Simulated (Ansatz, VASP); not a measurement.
TiSn: VASP beside Ansatz

INCAR

```
PREC = Accurate
ENCUT = 520
EDIFF = 1E-7
ISMEAR = -1
SIGMA = 0.05
LREAL = F
LASPH = T
NELM = 100
ALGO = Normal
ISIF = 2
LWAVE = F
LCHARG = F
GGA = PS
NBANDS = 20
```

Contents of KPOINTS:

```
regular mesh
0
Gamma
  5 5 5
```

POSCAR

```
TiSn
1.0
    0.0000000000      2.8005500000      2.8005500000
    2.8005500000      0.0000000000      2.8005500000
    2.8005500000      2.8005500000      0.0000000000
Ti Sn
1 1
Direct
    0.0000000000      0.0000000000      0.0000000000
    0.5000000000      0.5000000000      0.5000000000
```

File input.yaml:

```yaml
crystal:
  lattice:
    - [0.0, 2.80055, 2.80055]
    - [2.80055, 0.0, 2.80055]
    - [2.80055, 2.80055, 0.0]
  atoms:
    - { symbol: Ti, position: [0.0, 0.0, 0.0] }
    - { symbol: Sn, position: [0.5, 0.5, 0.5] }
hamiltonian:
  xc: pbesol
  pseudopotentials: { kind: paw }
kpoints:
  mp_grid: { grid: [5, 5, 5] }
  band_path:
    path:
      - [[0.0, 0.0, 0.0], [0.5, 0.0, 0.5], [0.5, 0.25, 0.75], [0.375, 0.375, 0.75], [0.0, 0.0, 0.0], [0.5, 0.5, 0.5], [0.625, 0.25, 0.625], [0.5, 0.25, 0.75], [0.5, 0.5, 0.5], [0.375, 0.375, 0.75]]
      - [[0.625, 0.25, 0.625], [0.5, 0.0, 0.5]]
    npoints: 14
scf:
  occupations: { method: fermi_dirac, width: 0.05 }
  n_extra_bands: 6
output:
  forces: true
  stress: true
  eigenvalues: true
  fatbands: false
  write_density: true
  write_potential: true
  elf: true
  volumetric_format: npy
```

Alike in both runs: functional PBEsol; k mesh 5 × 5 × 5; occupations fermi-dirac, width 0.05 eV; no spin polarisation.

```csv
,VASP,Ansatz
version,VASP 6.6.1,Ansatz 0.2.0
potentials or method,"VASP PAW PBE potentials, release 64 (Ti_sv, Sn_d)",Ansatz PAW
plane-wave cutoff (eV),520,420
valence electrons in the cell,26,26
task,single point,band structure
```

|  | VASP | Ansatz | Ansatz less VASP |
| --- | --- | --- | --- |
| gap on the k mesh at the Fermi level (eV) | none | none | - |
| pressure (GPa) | -3.7 | -3.7 | 0.00 |

VASP's potentials were made for PBE, not for PBEsol. A gap of «none» marks a metal or a gap that the smearing closes.

The k mesh is coarse, so the values compare programs but aren't converged.
